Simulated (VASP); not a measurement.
Set up this calculation in VASP 6.6.1, as the native input.

```
Task                   : single point
Functional             : PBE
Potentials or basis    : VASP PAW PBE potentials, release 64 (Li_sv, Cl)
Cutoff                 : 520 eV
k mesh                 : 6 × 6 × 4
Occupations            : gaussian, width 0.1 eV
Spin                   : no spin polarisation
Dipole correction      : no
Further INCAR settings : ALGO = Normal; EDIFF = 1e-06; NBANDS = 28
```

The structure of Li5Cl3 lies in POSCAR:

```
Li5Cl3
1.0
    7.7399286741      0.0000000000      0.0000000000
   -3.8699643371      6.7029748553      0.0000000000
    0.0000000000      0.0000000000      4.5448555468
Li Cl
5 3
Direct
    0.5000000000      0.0000000000      0.0000000000
    0.0000000000      0.5000000000      0.0000000000
    0.5000000000      0.5000000000      0.0000000000
    0.0000000000      0.0000000000      0.2514105443
    0.0000000000      0.0000000000      0.7485894557
    0.5000000000      0.0000000000      0.5000000000
    0.0000000000      0.5000000000      0.5000000000
    0.5000000000      0.5000000000      0.5000000000
```

The input as run:

INCAR

```
PREC     = Accurate       # precision mode
ENCUT    = 520            # plane-wave cutoff, eV
EDIFF    = 1E-6           # SCF threshold, eV
ISMEAR   = 0              # smearing method
SIGMA    = 0.1            # smearing width, eV
LREAL    = False          # projectors in reciprocal space
LASPH    = True           # aspherical terms in the spheres
NELM     = 100            # most SCF steps
ALGO     = Normal         # electronic algorithm
ISIF     = 2              # what is computed and relaxed
LWAVE    = False          # write WAVECAR
LCHARG   = True           # write CHGCAR
GGA      = PE             # functional
LELF     = True           # ELF
LVHAR    = True         
NBANDS   = 28             # bands
```

KPOINTS

```
Automatic mesh
0
Gamma
  6 6 4
```

Potentials or basis: VASP PAW PBE potentials, release 64 (Li_sv, Cl).

Command:

```sh
$ cat potpaw_PBE.64/Li_sv/POTCAR potpaw_PBE.64/Cl/POTCAR > POTCAR
$ mpirun -np 1 vasp_std > vasp.out
```

It gave:

| Quantity | Value |
| --- | --- |
| Largest force | 0.028 eV/Å |
| Band gap on the k mesh | 0.17 eV, direct |

Wall time 2.1 min on 1 thread of Intel(R) Xeon(R) Platinum 8259CL CPU @ 2.50GHz (Skylake/Cascade Lake), with other jobs on the host, peak memory 0.38 GiB.
